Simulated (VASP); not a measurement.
Input of a VASP 6.6.1 run:

The input INCAR:

```
SYSTEM = AlNi
ALGO = Fast
EDIFF = 1E-6
ENCUT = 520
GGA = PE
ISIF = 2
ISMEAR = 0
LASPH = .TRUE.
LCHARG = .FALSE.
LREAL = .FALSE.
LWAVE = .FALSE.
NBANDS = 28
NELM = 80
PREC = Accurate
SIGMA = 0.15
```

File KPOINTS:

```
k-points
0
G
  15 15 5
  0 0 0
```

File POSCAR:

```
AlNi
1.0
    0.0000000000     -2.8927237813      0.0000000000
    0.0000000000      0.0000000000     -2.8927237813
    9.3781713440     -0.7231809453     -0.7231809453
Al Ni
3 3
Direct
    0.8264952657     -0.1735047343      0.6940189371
    0.9807216962     -0.0192783038      0.0771132152
    0.9036084810     -0.0963915190      0.3855660762
    0.2879386581      0.2879386581      0.8482453676
    0.4421650886      0.4421650886      0.2313396457
    0.3650518733      0.3650518733      0.5397925066
```

Potentials or basis: VASP PAW PBE potentials, release 64 (Al, Ni).

Launch:

```bash
$ cat potpaw_PBE.64/Al/POTCAR potpaw_PBE.64/Ni/POTCAR > POTCAR
$ mpirun -np 1 vasp_std > vasp.out
```

(1) What does it give for the largest force?

(2) Predict the pressure.

(3) Estimate the band gap on the k mesh.

Results:

(1) 0.653 eV/Å.

(2) -3.6 GPa.

(3) zero (an odd number of electrons rules out a gap without spin polarisation).

Caveat: the cell stands under tension.
